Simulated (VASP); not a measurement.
Crystal: FeCo.

```
Fe Co
1.0
     2.85700    0.00000    0.00000
     0.00000    2.85700    0.00000
     0.00000    0.00000    2.85700
Fe Co
1 1
Direct
  0.50000 0.50000 0.50000
  0.00000 0.00000 0.00000
```

Base run:

- Program: VASP 6.6.1
- Functional: PBE
- Potentials or basis: VASP PAW PBE potentials, release 64 (Fe, Co)
- Cutoff: 520 eV
- k mesh: 13 × 13 × 13
- Occupations: fermi-dirac, width 0.05 eV
- Spin: collinear spin, ferromagnetic start
- Starting moments: [3.0, 2.0] μB

Its results: pressure -2.9 GPa; net moment 4.53 μB per cell; site moments Fe +2.79; Co +1.76 μB.

After a change of settings the same cell gave: pressure -4.1 GPa; net moment 4.83 μB per cell; site moments Fe +3.06; Co +1.89 μB. Which change was it?
A. cutoff from 520 eV to 600 eV; further incar settings from ALGO = Normal; EDIFF = 1e-08; NBANDS = 20 to ALGO = Normal; EDIFF = 1e-06; NBANDS = 20
B. functional from PBE to r2SCAN; cutoff from 520 eV to 580 eV
C. functional from PBE to PBEsol
D. functional from PBE to LDA; potentials or basis from VASP PAW PBE potentials, release 64 (Fe, Co) to VASP PAW LDA potentials, release 64 (Fe, Co)

B.

Caveats: the cell stands under tension (at least some runs); the PAW data sets were made with another functional, which shifts forces and pressure a little (at least some runs).
